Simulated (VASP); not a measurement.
Wanted: the native input for a VASP 6.6.1 run.

```
Task                   : single point
Functional             : PBE
Potentials or basis    : VASP PAW PBE potentials, release 64 (P)
Cutoff                 : 520 eV
k mesh                 : 10 × 10 × 8
Occupations            : gaussian, width 0.03 eV
Spin                   : no spin polarisation
Dipole correction      : no
Further INCAR settings : ALGO = Normal; EDIFF = 1e-06; NBANDS = 18
```

The structure of P lies in POSCAR:

```
P
1.0
    1.6800444704     -5.7273585144      0.0000000000
    1.6800444704      5.7273585144      0.0000000000
    0.0000000000      0.0000000000      4.4894062234
P
4
Direct
    0.0940707809      0.9059292191      0.9137202394
    0.5940707809      0.4059292191      0.5862797606
    0.9059292191      0.0940707809      0.0862797606
    0.4059292191      0.5940707809      0.4137202394
```

This cell differs from its parent crystal: strain +0.015 along x and y, -0.015 along z.

One way to write it, as run:

INCAR

```
SYSTEM = P
PREC     = Accurate       ! precision mode
ENCUT    = 520            ! plane-wave cutoff, eV
EDIFF    = 1E-6           ! SCF threshold, eV
ISMEAR   = 0              ! smearing method
SIGMA    = 0.03           ! smearing width, eV
LREAL    = .FALSE.        ! projectors in reciprocal space
LASPH    = .TRUE.         ! aspherical terms in the spheres
NELM     = 100            ! most SCF steps
ALGO     = Normal         ! electronic algorithm
ISIF     = 2              ! what is computed and relaxed
LWAVE    = .FALSE.        ! write WAVECAR
LCHARG   = .FALSE.        ! write CHGCAR
GGA      = PE             ! functional
NBANDS   = 18             ! bands
```

KPOINTS

```
regular mesh
0
G
  10 10 8
  0 0 0
```

Potentials or basis: VASP PAW PBE potentials, release 64 (P).

Command:

```console
$ cat potpaw_PBE.64/P/POTCAR > POTCAR
$ mpirun -np 1 vasp_std > vasp.out
```

Results of the run:

```json
{
  "Pressure": "-1.3 GPa",
  "Largest force": "0.282 eV/Å",
  "Band gap on the k mesh": "0.01 eV"
}
```

Caveat: the cell differs from its parent crystal (strain +0.015 along x and y, -0.015 along z); semilocal functionals underestimate gaps, and a narrow one can read as zero.

Run time: 2.2 min on 1 thread of Intel(R) Xeon(R) 6975P-C (Granite Rapids), on a shared host, peak memory 0.35 GiB.
